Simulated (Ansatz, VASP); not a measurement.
**MoS2 in VASP and in Ansatz**

INCAR

```
ALGO = Normal
EDIFF = 1E-8
ENCUT = 520
GGA = PS
ISIF = 2
ISMEAR = -1
LASPH = True
LCHARG = False
LEFG = True
LREAL = False
LWAVE = False
NBANDS = 20
NELM = 60
PREC = Accurate
SIGMA = 0.05
```

Contents of KPOINTS:

```
k-points
0
Gamma
  13 13 13
```

POSCAR

```
MoS2
1.0
    1.5601261102      0.9007392297      6.0405721524
   -1.5601261102      0.9007392297      6.0405721524
    0.0000000000     -1.8014784593      6.0405721524
Mo S
1 2
Direct
    0.0000000000      0.0000000000      0.0000000000
    0.7484000000      0.7484000000      0.7484000000
    0.5849000000      0.5849000000      0.5849000000
```

Input for Ansatz:

```yaml
crystal:
  lattice:
    - [1.5601261102, 0.9007392297, 6.0405721524]
    - [-1.5601261102, 0.9007392297, 6.0405721524]
    - [0.0, -1.8014784593, 6.0405721524]
  atoms:
    - { symbol: Mo, position: [0.0, 0.0, 0.0] }
    - { symbol: S, position: [0.7484, 0.7484, 0.7484] }
    - { symbol: S, position: [0.5849, 0.5849, 0.5849] }
kpoints:
  mp_grid: { grid: [13, 13, 13] }
scf:
  occupations: { method: fermi_dirac, width: 0.05 }
hamiltonian:
  xc: pbesol
  pseudopotentials: { kind: all_electron, datasets: crystal }
output:
  forces: true
  stress: true
  eigenvalues: true
  efg: { contact_densities: true }
```

Change from the starting cell: volume scaled by 0.96, crystal datasets.

Alike in both runs: task electric field gradients; functional PBEsol; k mesh 13 × 13 × 13; occupations fermi-dirac, width 0.05 eV; no spin polarisation.

|  | VASP | Ansatz |
| --- | --- | --- |
| version | VASP 6.6.1 | Ansatz 0.2.0 |
| potentials or method | VASP PAW PBE potentials, release 64 (Mo_sv, S), cutoff 520 eV | all-electron PAW with datasets made for the crystal, scalar-relativistic |

|  | VASP | Ansatz | Ansatz less VASP |
| --- | --- | --- | --- |
| pressure (GPa) | 11.7 | 11.8 | +0.06 |
| traceless stress, the component that is largest in VASP (GPa) | 5.74 | 5.76 | +0.022 |
| rms of the force components (eV/Å) | 0.857 | 0.859 | +0.0025 |
| size of Vzz on the site where it differs most (V/Å²) | 98.3 | 95.5 | -2.82 |

VASP's potentials were made for PBE, not for PBEsol. Atom by atom the forces differ by 0.003 eV/Å (rms over components). Ansatz ran all-electron here, and VASP with PAW potentials.
